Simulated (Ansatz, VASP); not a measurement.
Gd: VASP beside Ansatz

```
Gd
1.0
     3.48415    0.00000    0.00000
    -1.74208    3.01737    0.00000
     0.00000    0.00000    5.58672
Gd
2
Cartesian
  0.0000 2.0116 1.3967
  1.7421 1.0058 4.1900
```

Alike in both runs: task single point; functional LDA; k mesh 5 × 5 × 3; occupations fermi-dirac, width 0.05 eV; collinear spin.

|  | VASP | Ansatz |
| --- | --- | --- |
| version | VASP 6.6.1 | Ansatz 0.2.0 |
| potentials or method | VASP PAW PBE potentials, release 64 (Gd), cutoff 520 eV | plane waves (420 eV) with PAW, scalar-relativistic |
| valence electrons in the cell | 36 | 36 |

Ansatz gave:

| Quantity | Value |
| --- | --- |
| pressure (GPa) | 0.3 |
| traceless stress, the component that is largest in VASP (GPa) | -0.65 |
| net moment per atom (μB) | 7.49 |
| size of the moment on the site where the two differ most (μB) | 7.25 |

What did VASP give for the same quantities?

Pressure (GPa): 0.1; traceless stress, the component that is largest in VASP (GPa): -0.51; net moment per atom (μB): 7.40; size of the moment on the site where the two differ most (μB): 6.92.

VASP's potentials were made for PBE, not for LDA, and Ansatz warns of the same on its side. LDA's correlation is that of Perdew and Zunger in VASP and of Perdew and Wang (1992) in Ansatz. Site moments also hang on the region over which each program counts them.

The k mesh is coarse, so the values compare programs but aren't converged. Neither program's run includes spin-orbit coupling.
